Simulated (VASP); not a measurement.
AlN, 4 atoms in the cell. It takes space group P6_3/mmc (No. 194, hexagonal). The conventional cell has a = 3.242 Å, b = 3.242 Å, c = 4.099 Å, α = 90.00°, β = 90.00°, γ = 120.00°. Al (site symmetry -6m2) has 5 N at 1.87 to 2.05 Å within 2.5 Å. Within 2.5 Å of N (site symmetry -6m2) lie 5 Al at 1.87 to 2.05 Å. 

- Program: VASP 6.6.1
- Task: single point
- Functional: PBEsol
- Potentials or basis: VASP PAW PBE potentials, release 64 (Al, N)
- Cutoff: 520 eV
- k mesh: 9 × 9 × 6
- Occupations: gaussian, width 0.05 eV
- Spin: no spin polarisation
- Dipole correction: no
- Further INCAR settings: ALGO = Normal; EDIFF = 1e-06; NBANDS = 16

Potentials or basis: VASP PAW PBE potentials, release 64 (Al, N).

Launch:

```bash
$ cat potpaw_PBE.64/Al/POTCAR potpaw_PBE.64/N/POTCAR > POTCAR
$ mpirun -np 1 vasp_std > vasp.out
```

Hardware: 1 thread of AMD EPYC 7R13 Processor (Zen 3) (shared host).

Q: How long does it take, and how much memory?

A: Run time: 16 s on 1 thread of AMD EPYC 7R13 Processor (Zen 3) (shared host), peak memory 0.12 GiB. Counts: scf iterations 13, k points 48.
